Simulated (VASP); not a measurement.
# Si16HC16 (a cell with a defect) in VASP: notebook

Runs on Si16HC16 (a cell with a defect). Level: PBE. Tasks: single point.

Everything below comes from runs of VASP 6.6.1. Logs are shortened: lines on timing, memory, paths and dates and some standing lists are left out, and cuts for length are marked.

## 1. The cell of the first run

The cell holds a defect, 33 atoms: a = 7.586 Å, b = 7.586 Å, c = 7.586 Å, α = 109.47°, β = 109.47°, γ = 109.47°.

## 2. Single point, PBE (with an interstitial atom, then relaxed in part)

INCAR

```
SYSTEM = Si16HC16
ALGO = Normal
EDIFF = 1E-6
ENCUT = 520
GGA = PE
ISIF = 2
ISMEAR = 0
LASPH = .True.
LCHARG = .False.
LREAL = Auto
LWAVE = .False.
NBANDS = 86
NELECT = 128.0
NELM = 100
PREC = Accurate
SIGMA = 0.02
```

KPOINTS

```
Automatic mesh
0
Gamma
  2 2 2
  0.5 0.5 0.5
```

POSCAR

```
Si16HC16
1.0
    4.3797259441      4.3797259441      4.3797259441
   -4.3797259441      4.3797259441     -4.3797259441
   -4.3797259441     -4.3797259441      4.3797259441
Si C H
16 16 1
Direct
    0.2511428749      0.0007057456     -0.0028493520
    0.2500417388      0.7488900798      0.2481314593
    0.4816230129      0.7316151653     -0.0138311032
    0.2499693538      0.4998369378      0.4963217683
    0.4990394177      0.4998786074      0.2481307186
    0.7508349852      0.5009991844     -0.0028464837
    0.2497361843      0.2482212626      0.7470032156
    0.5023598237      0.2515914860      0.4991193735
    0.7520729862      0.2648374441      0.2531666170
    0.0004900636      0.2503595519     -0.0030662062
    0.4998946506      0.0006669507      0.7472304166
    0.7486780626     -0.0016108187      0.4992826697
    0.0153478038      0.0020664587      0.2534239328
    0.7507999097      0.7496799194      0.7472232154
    0.0017517648      0.7521283011      0.4991460527
   -0.0016935854      0.4995087953      0.7469095487
    0.4997104227      0.2509040337      0.2486301347
    0.5008387780     -0.0000945823      0.4959292929
    0.7535822402      0.0035693257      0.2423865070
    0.4999240517      0.7497862671      0.7485403206
    0.7500833281      0.7505980112      0.4959855607
    0.0010509814      0.7495808236      0.2486730076
    0.4995458672      0.4974557055     -0.0020098386
    0.7505556222      0.5007698580      0.7477506247
    0.0026204070      0.5035765833      0.5004722634
    0.2497450676      0.4996007693      0.2468306432
    0.7506016380      0.2511271434     -0.0015704732
   -0.0013507955      0.2484714313      0.7436300567
    0.2538621932      0.2525663874      0.5005903571
    0.0012658844      0.0004660232     -0.0015069515
    0.2509420655      0.0004079191      0.7477429845
    0.2474496521      0.7493601378     -0.0020697503
    0.7313259895     -0.0204484134      0.0807347785
```

Potentials or basis: VASP PAW PBE potentials, release 64 (Si, C, H).

On the command line:

```bash
$ cat potpaw_PBE.64/Si/POTCAR potpaw_PBE.64/C/POTCAR potpaw_PBE.64/H/POTCAR > POTCAR
$ mpirun -np 1 vasp_std > vasp.out
```

OUTCAR:

```text
SYSTEM = Si16HC16
   EDIFF = 1E-6
   ENCUT = 520
   GGA = PE
   ISIF = 2
   ISMEAR = 0
   LASPH = .True.
   LREAL = Auto
   NELECT = 128.0
   NELM = 100
   PREC = Accurate

 ion  position               nearest neighbor table
   1  0.251  0.001  0.997-  31 1.89  17 1.90  30 1.90  32 1.90  13 3.05   7 3.08  15 3.08  11 3.09
                             5 3.09   3 3.10  10 3.10  14 3.10   9 3.10  16 3.10   8 3.11   2 3.11
   2  0.250  0.749  0.248-  26 1.89  22 1.89  32 1.89  18 1.90  13 3.02   3 3.06   4 3.08   5 3.08
                            10 3.09  12 3.09  11 3.09   6 3.09  15 3.09  16 3.10   8 3.11   1 3.11
   3  0.482  0.732  0.986-  32 1.85  23 1.85  33 1.86  20 1.90  19 2.03  16 2.99   7 2.99   4 3.04
                             2 3.06   5 3.06   1 3.10   6 3.10
   4  0.250  0.500  0.496-  26 1.89  25 1.90  29 1.90  20 1.90   3 3.04   2 3.08   5 3.08  13 3.08
                             9 3.09  10 3.09  15 3.10   8 3.10  11 3.10  14 3.10  16 3.11   7 3.11
   5  0.499  0.500  0.248-  26 1.89  17 1.89  23 1.89  21 1.90   9 3.02   3 3.06   4 3.08   2 3.08
                            12 3.09  10 3.09  14 3.09   1 3.09   8 3.09   7 3.10  15 3.11   6 3.11
   6  0.751  0.501  0.997-  24 1.89  22 1.90  27 1.90  23 1.90   9 3.05  16 3.08   8 3.08  14 3.09
                             2 3.09  10 3.10   3 3.10  11 3.10   7 3.10  13 3.11  15 3.11   5 3.11
   7  0.250  0.248  0.747-  31 1.88  29 1.89  23 1.90  28 1.90   3 2.99  13 3.06  15 3.07   1 3.08
                            11 3.08  10 3.09   8 3.10  12 3.10   6 3.10   5 3.10   4 3.11  16 3.11
   8  0.502  0.252  0.499-  24 1.89  29 1.89  17 1.89  18 1.90  13 3.02   9 3.07  16 3.07   6 3.08
                            14 3.09  11 3.09   5 3.09  12 3.09   7 3.10   4 3.10   1 3.11   2 3.11
   9  0.752  0.265  0.253-  25 1.86  17 1.87  27 1.90  19 1.96  15 3.02   5 3.02   6 3.05  16 3.06
                             8 3.07   4 3.09   1 3.10  10 3.13  11 3.13
  10  0.000  0.250  0.997-  26 1.89  27 1.90  30 1.90  28 1.91  12 3.08   2 3.09   5 3.09  16 3.09
                             7 3.09   4 3.09   6 3.10   1 3.10  11 3.10  14 3.10   9 3.13  13 3.13
  11  0.500  0.001  0.747-  31 1.89  27 1.90  20 1.91  18 1.91  12 3.08   7 3.08  15 3.09   1 3.09
                             8 3.09   2 3.09   6 3.10  10 3.10   4 3.10  14 3.11   9 3.13
  12  0.749  0.998  0.499-  21 1.88  18 1.88  28 1.88  19 1.97  14 3.08  11 3.08  10 3.08   5 3.09
                             2 3.09  15 3.09   8 3.09   7 3.10  16 3.10
  13  0.015  0.002  0.253-  29 1.86  22 1.87  30 1.90  19 1.96   8 3.02   2 3.02   1 3.05   7 3.06
                            15 3.07   4 3.08   6 3.11  10 3.13  14 3.14
  14  0.751  0.750  0.747-  24 1.89  30 1.90  21 1.91  20 1.91  12 3.08  16 3.08   8 3.09   6 3.09
                            15 3.09   5 3.09   1 3.10  10 3.10   4 3.10  11 3.11  13 3.14
  15  0.002  0.752  0.499-  31 1.89  25 1.89  22 1.89  21 1.90   9 3.02  13 3.07   7 3.07   1 3.08
                            11 3.09  14 3.09   2 3.09  12 3.09  16 3.10   4 3.10   6 3.11   5 3.11
  16  0.998  0.500  0.747-  24 1.88  25 1.89  32 1.90  28 1.90   3 2.99   9 3.06   8 3.07  14 3.08
                             6 3.08  10 3.09  15 3.10  12 3.10   1 3.10   2 3.10   4 3.11   7 3.11
  17  0.500  0.251  0.249-   9 1.87   5 1.89   8 1.89   1 1.90
  18  0.501  1.000  0.496-  12 1.88   2 1.90   8 1.90  11 1.91
  19  0.754  0.004  0.242-  33 1.12   9 1.96  13 1.96  12 1.97   3 2.03
  20  0.500  0.750  0.749-   3 1.90   4 1.90  11 1.91  14 1.91
  21  0.750  0.751  0.496-  12 1.88   5 1.90  15 1.90  14 1.91
  22  0.001  0.750  0.249-  13 1.87  15 1.89   2 1.89   6 1.90
  23  0.500  0.497  0.998-   3 1.85   5 1.89   7 1.90   6 1.90
  24  0.751  0.501  0.748-  16 1.88   8 1.89  14 1.89   6 1.89
  25  0.003  0.504  0.500-   9 1.86  16 1.89  15 1.89   4 1.90
  26  0.250  0.500  0.247-   2 1.89   5 1.89   4 1.89  10 1.89
  27  0.751  0.251  0.998-   9 1.90   6 1.90  10 1.90  11 1.90
  28  0.999  0.248  0.744-  12 1.88   7 1.90  16 1.90  10 1.91
  29  0.254  0.253  0.501-  13 1.86   7 1.89   8 1.89   4 1.90
  30  0.001  0.000  0.998-  13 1.90   1 1.90  10 1.90  14 1.90
  31  0.251  0.000  0.748-   7 1.88  15 1.89  11 1.89   1 1.89
  32  0.247  0.749  0.998-   3 1.85   2 1.89  16 1.90   1 1.90
  33  0.731  0.980  0.081-  19 1.12   3 1.86

  LATTYP: Found a body centered cubic cell.
 ALAT       =     8.7594518882

  Lattice vectors:

 A1 = (   4.3797259441,   4.3797259441,   4.3797259441)
 A2 = (  -4.3797259441,   4.3797259441,  -4.3797259441)
 A3 = (  -4.3797259441,  -4.3797259441,   4.3797259441)

Analysis of symmetry for initial positions (statically):
=====================================================================
 Subroutine PRICEL returns:
 Original cell was already a primitive cell.

 Routine SETGRP: Setting up the symmetry group for a
 body centered cubic supercell.

 Subroutine GETGRP returns: Found  1 space group operations
 (whereof  1 operations were pure point group operations)
 out of a pool of 48 trial point group operations.

The static configuration has the point symmetry C_1 .

Analysis of symmetry for dynamics (positions and initial velocities):
=====================================================================
 Subroutine PRICEL returns:
 Original cell was already a primitive cell.

 Routine SETGRP: Setting up the symmetry group for a
 body centered cubic supercell.

 Subroutine GETGRP returns: Found  1 space group operations
 (whereof  1 operations were pure point group operations)
 out of a pool of 48 trial point group operations.

The dynamic configuration has the point symmetry C_1 .
[... 91 lines left out ...]

 KPOINTS: Automatic mesh

Automatic generation of k-mesh.
 Grid dimensions read from file:
 generate k-points for:    2    2    2

 Generating k-lattice:

  Cartesian coordinates                     Fractional coordinates (reciprocal lattice)
     0.000000000  0.057081197  0.057081197     0.500000000  0.000000000  0.000000000
    -0.057081197  0.057081197  0.000000000     0.000000000  0.500000000  0.000000000
    -0.057081197  0.000000000  0.057081197     0.000000000  0.000000000  0.500000000

  Length of vectors
     0.080725003  0.080725003  0.080725003

  Shift w.r.t. Gamma in fractional coordinates (k-lattice)
     0.500000000  0.500000000  0.500000000

 Subroutine IBZKPT returns following result:
 ===========================================

 Found      4 irreducible k-points:

 Following reciprocal coordinates:
            Coordinates               Weight
  0.250000  0.250000  0.250000      2.000000
 -0.250000  0.250000  0.250000      2.000000
  0.250000 -0.250000  0.250000      2.000000
  0.250000  0.250000 -0.250000      2.000000
   k-points           NKPTS =      4   k-points in BZ     NKDIM =      4   number of bands    NBANDS=     86
   number of dos      NEDOS =    301   number of ions     NIONS =     33
   total plane-waves  NPLWV = 175616
   dimension x,y,z NGX =    56 NGY =   56 NGZ =   56
   dimension x,y,z NGXF=   112 NGYF=  112 NGZF=  112
   ions per type =              16  16   1
   NGX,Y,Z   is equivalent  to a cutoff of  12.27, 12.27, 12.27 a.u.
   NGXF,Y,Z  is equivalent  to a cutoff of  24.54, 24.54, 24.54 a.u.
 SYSTEM =  Si16HC16
   PREC   = accura    normal or accurate (medium, high low for compatibility)
   ISTART =      0    job   : 0-new  1-cont  2-samecut
   ICHARG =      2    charge: 1-file 2-atom 10-const
   ISPIN  =      1    spin polarized calculation?
   LNONCOLLINEAR =      F non collinear calculations
   LSORBIT =      F    spin-orbit coupling
   LASPH  =      T    aspherical Exc in radial PAW
   ENCUT  =  520.0 eV  38.22 Ry    6.18 a.u.  14.10 14.10 14.10*2*pi/ulx,y,z
   NELM   =    100;   NELMIN=  2; NELMDL= -5     # of ELM steps
   EDIFF  = 0.1E-05   stopping-criterion for ELM
   LREAL  =      T    real-space projection
   EDIFFG = 0.1E-04   stopping-criterion for IOM
   NSW    =      0    number of steps for IOM
   IBRION =     -1    ionic relax: 0-MD 1-quasi-New 2-CG
   NFREE  =      0    steps in history (QN), initial steepest desc. (CG)
   ISIF   =      2    stress and relaxation
   ISYM   =      2    0-nonsym 1-usesym 2-fastsym
   POTIM  = 0.5000    time-step for ionic-motion
   TEBEG  =    0.0;   TEEND  =   0.0 temperature during run
   PSTRESS=    0.0 pullay stress
   NELECT =     128.0000    total number of electrons
   NUPDOWN=      -1.0000    fix difference up-down
   EMIN   =  10.00;   EMAX   =-10.00  energy-range for DOS
   EFERMI =   0.00;   METHOD = LEGACY
   ISMEAR =     0;   SIGMA  =   0.02  broadening in eV -4-tet -1-fermi 0-gaus
   EFERMI_NEDOS =   21; number of points for ismear=-14 and -15
   IALGO  =     38    algorithm
   IMIX   =      4    mixing-type and parameters
     AMIX     =   0.40;   BMIX     =  1.00
     AMIX_MAG =   1.60;   BMIX_MAG =  1.00
  volume/ion in A,a.u.               =      10.18        68.72
  Fermi-wavevector in a.u.,A,eV,Ry     =   1.186710  2.242556 19.160817  1.408280
  Thomas-Fermi vector in A             =   2.322877
   LORBIT       =      0    0 simple, 1 ext, 2 COOP (PROOUT), +10 PAW based schemes
   GGA     = PE    functional components
   LHFCALC =     F    Hartree Fock is set to
   AEXX    =    0.0000 exact exchange contribution
   IVDW    =     0    specifies the selected vdW correction
   LEPSILON=     F    determine dielectric tensor
   LRPA    =     F    only Hartree local field effects (RPA)
 non-spin polarized calculation
 Gauss-broadening in eV      SIGMA  =   0.02
  energy-cutoff  :      520.00
  volume of cell :      336.05
 maximum number of plane-waves:      9092
   NGX = 29   NGY = 29   NGZ = 29

 number of electron     127.9999997 magnetization

 Free energy of the ion-electron system (eV)
  ---------------------------------------------------
  ext. energy  EPLUGINS =         0.00000000
  ---------------------------------------------------
  free energy    TOTEN  =      -251.50333494 eV

  energy without entropy =     -251.50333494  energy(sigma->0) =     -251.50333494

 E-fermi :   7.5416     XC(G=0): -11.2883

 val. band max:        7.4081535563   @ k =   0.2500   0.2500   0.2500
 cond. band min:      10.0585705989   @ k =  -0.2500   0.2500   0.2500
 fundamental gap:      2.6504170426
 Fermi energy:         7.5416169250

 k-point     1 :       0.2500    0.2500    0.2500
  band No.  band energies     occupation
      1      -6.9021      2.00000
      2      -6.1234      2.00000
      3      -6.1060      2.00000
      4      -6.0944      2.00000
      5      -4.5650      2.00000
      6      -3.5014      2.00000
[... 305 lines left out ...]
     75      13.2821      0.00000
     76      13.3727      0.00000
 [bands above 76 left out]

------------------------ aborting loop because EDIFF is reached ----------------------------------------

  FORCE on cell =-STRESS in cart. coord.  units (eV):
  Direction    XX          YY          ZZ          XY          YZ          ZX
  --------------------------------------------------------------------------------------
  -------------------------------------------------------------------------------------
  Total       -8.8750920     -8.0015123     -8.8113619     -1.9268616      1.9366794      1.8840717
  in kB      -42.3138601    -38.1488858    -42.0100137     -9.1867164      9.2335249      8.9827064
  external PRESSURE =     -40.8242532 kB  Pullay stress =       0.0000000 kB

 VOLUME and BASIS-vectors are now :
 -----------------------------------------------------------------------------
  energy-cutoff  :      520.00
  volume of cell :      336.05
      direct lattice vectors                 reciprocal lattice vectors
     4.379725944  4.379725944  4.379725944     0.000000000  0.114162394  0.114162394
    -4.379725944  4.379725944 -4.379725944    -0.114162394  0.114162394  0.000000000
    -4.379725944 -4.379725944  4.379725944    -0.114162394  0.000000000  0.114162394

 POSITION                                       TOTAL-FORCE (eV/Angst)
 -----------------------------------------------------------------------------------
     -3.27040     -3.26422      5.46409         0.001231     -0.001305     -0.000353
     -3.27157      3.28830     -1.09807        -0.002173      0.002893     -0.002650
     -5.41405      0.99450      3.22425         0.004447      0.006268     -0.003336
     -3.26810      1.11019      1.07940        -0.000843     -0.000268      0.000515
     -1.09042      3.28824      1.08307         0.002560      0.003460      0.001730
     -3.27305      1.11543      5.46147        -0.000022     -0.000477     -0.001695
[... 25 lines left out ...]
     -6.56889     -0.00491      2.17243        -0.002509      0.002686      0.002915
     -1.44076      7.13958     -0.73356         0.023442      0.017523     -0.021896
 -----------------------------------------------------------------------------------
    total drift:                               -0.054935     -0.067505      0.039206

  FREE ENERGIE OF THE ION-ELECTRON SYSTEM (eV)
  ---------------------------------------------------
  free  energy   TOTEN  =      -251.5033349439 eV

  energy  without entropy=     -251.5033349439  energy(sigma->0) =     -251.50333494
```

It took 13 min on 1 thread of Intel Xeon 8259CL, shared host; peak memory 0.44 GiB.

What came out:

```
Free energy   : -251.5033 eV
Largest force : 0.048 eV/Å
```

Forces in eV/Å, atoms in the order of the input:
```
Si   0.001 -0.001  0.000
Si  -0.002  0.003 -0.003
Si   0.004  0.006 -0.003
Si  -0.001  0.000  0.001
Si   0.003  0.003  0.002
Si   0.000  0.000 -0.002
Si  -0.004  0.002  0.000
Si   0.000 -0.005 -0.002
Si   0.002  0.002 -0.006
Si   0.000 -0.001  0.000
Si  -0.001 -0.002  0.002
Si   0.011  0.013 -0.010
Si   0.007  0.001  0.000
Si  -0.002 -0.002  0.000
Si   0.002 -0.005  0.000
Si  -0.001  0.002  0.005
C    0.002  0.002 -0.007
C   -0.005 -0.006  0.003
C   -0.032 -0.017  0.031
C    0.014  0.009 -0.011
C   -0.002 -0.005  0.007
C    0.004  0.002  0.000
C   -0.003  0.003  0.001
C    0.000 -0.003  0.003
C    0.004 -0.007  0.001
C   -0.006 -0.004  0.007
C    0.000  0.002 -0.001
C   -0.006 -0.001  0.006
C   -0.001 -0.006 -0.004
C   -0.002  0.000 -0.001
C   -0.005 -0.006  0.000
C   -0.003  0.003  0.003
H    0.023  0.018 -0.022
```

Caveat: the cell carries a net charge on a neutralising background, which shifts energy and pressure; the cell differs from its parent crystal (with an interstitial atom, then relaxed in part); the cell is charged against a uniform background, so pressure and absolute levels hang on convention.

## 3. Single point, PBE

INCAR

```
ALGO     = Normal         # electronic algorithm
EDIFF    = 1E-6           # SCF threshold, eV
ENCUT    = 520            # plane-wave cutoff, eV
GGA      = PE             # functional
ISIF     = 2              # what is computed and relaxed
ISMEAR   = 0              # smearing method
LASPH    = True           # aspherical terms in the spheres
LCHARG   = False          # write CHGCAR
LREAL    = Auto         
LWAVE    = False          # write WAVECAR
NBANDS   = 86             # bands
NELECT   = 128.0        
NELM     = 80             # most SCF steps
PREC     = Accurate       # precision mode
SIGMA    = 0.02           # smearing width, eV
```

KPOINTS is that of step 2.

POSCAR

```
Si16HC16
1.0
    4.3797259441      4.3797259441      4.3797259441
   -4.3797259441      4.3797259441     -4.3797259441
   -4.3797259441     -4.3797259441      4.3797259441
Si C H
16 16 1
Direct
    0.2506200192      0.0003219380     -0.0006897692
    0.2495189229      0.7485063088      0.2502910031
    0.4811000795      0.7312313695     -0.0116716207
    0.2494465439      0.4994531685      0.4984813041
    0.4985165802      0.4994949519      0.2502903182
    0.7503122437      0.5006154558     -0.0006869151
    0.2492133101      0.2478375391      0.7491627426
    0.5018369935      0.2512077272      0.5012789677
    0.7515502207      0.2644537614      0.2553262497
   -0.0000327646      0.2499758008     -0.0009066777
    0.4993717707      0.0002831227      0.7493899257
    0.7481552594     -0.0019945312      0.5014422199
    0.0148249002      0.0016826395      0.2555834576
    0.7502770817      0.7492961984      0.7493827335
    0.0012288440      0.7517445251      0.5013055675
   -0.0022164629      0.4991250658      0.7490691294
    0.4991876268      0.2505203554      0.2507897786
    0.5003158937     -0.0004783404      0.4980888137
    0.7530594476      0.0031855874      0.2445461231
    0.4994011105      0.7494024836      0.7506998250
    0.7495604844      0.7502142924      0.4981452100
    0.0005281152      0.7491971055      0.2508325895
    0.4990230046      0.4970719693      0.0001497811
    0.7500327742      0.5003861036      0.7499101638
    0.0020976198      0.5031929002      0.5026319062
    0.2492222148      0.4992170807      0.2489902368
    0.7500787816      0.2507434287      0.0005890780
   -0.0018736332      0.2480876689      0.7457895863
    0.2533393674      0.2521826740      0.5027499501
    0.0007429689      0.0000821969      0.0006525522
    0.2504192075      0.0000242024      0.7499025149
    0.2469268657      0.7489764295      0.0000898458
    0.7308031463     -0.0208321254      0.0828943419
```

Potentials or basis: VASP PAW PBE potentials, release 64 (Si, C, H).

On the command line:

```bash
$ cat potpaw_PBE.64/Si/POTCAR potpaw_PBE.64/C/POTCAR potpaw_PBE.64/H/POTCAR > POTCAR
$ mpirun -np 1 vasp_std > vasp.out
```

Wall time 13 min (1 thread of Intel Xeon 8259CL, shared host); peak memory 0.44 GiB.

Results (log left out):

* Free energy: -251.5037 eV
* Largest force: 0.051 eV/Å

Forces on the atoms (eV/Å):
```
Si   0.001  0.000  0.000
Si   0.000  0.002 -0.001
Si   0.002  0.003 -0.002
Si   0.000  0.000  0.000
Si   0.001  0.003  0.000
Si   0.000  0.000 -0.001
Si  -0.001  0.002  0.001
Si  -0.001 -0.001 -0.002
Si   0.000  0.000 -0.003
Si   0.000  0.000  0.000
Si  -0.002  0.000 -0.001
Si   0.008  0.014 -0.008
Si   0.003 -0.001  0.000
Si   0.000  0.000  0.002
Si   0.002 -0.001  0.000
Si  -0.001  0.002  0.001
C   -0.015 -0.009 -0.005
C    0.001  0.000 -0.004
C   -0.033 -0.023  0.032
C   -0.002 -0.012  0.002
C    0.005  0.001 -0.003
C    0.004 -0.008  0.014
C    0.000  0.004 -0.002
C   -0.001  0.005 -0.004
C    0.007 -0.006 -0.001
C    0.007 -0.004 -0.007
C   -0.008  0.003 -0.002
C   -0.008  0.004  0.009
C    0.001 -0.006 -0.007
C    0.001  0.003  0.009
C    0.004  0.005  0.002
C    0.002  0.005  0.001
H    0.022  0.015 -0.021
```

Levels at points of the mesh, in eV from the Fermi level:
```
           k point  band 62  band 63  band 64  band 65  band 66  band 67
(0.25, 0.25, 0.25)    -0.15    -0.14    -0.13     3.38     3.92     4.05
```

Caveat: the cell carries a net charge on a neutralising background, which shifts energy and pressure; the cell is charged against a uniform background, so pressure and absolute levels hang on convention.

(Part 1 of 2 ends here.)
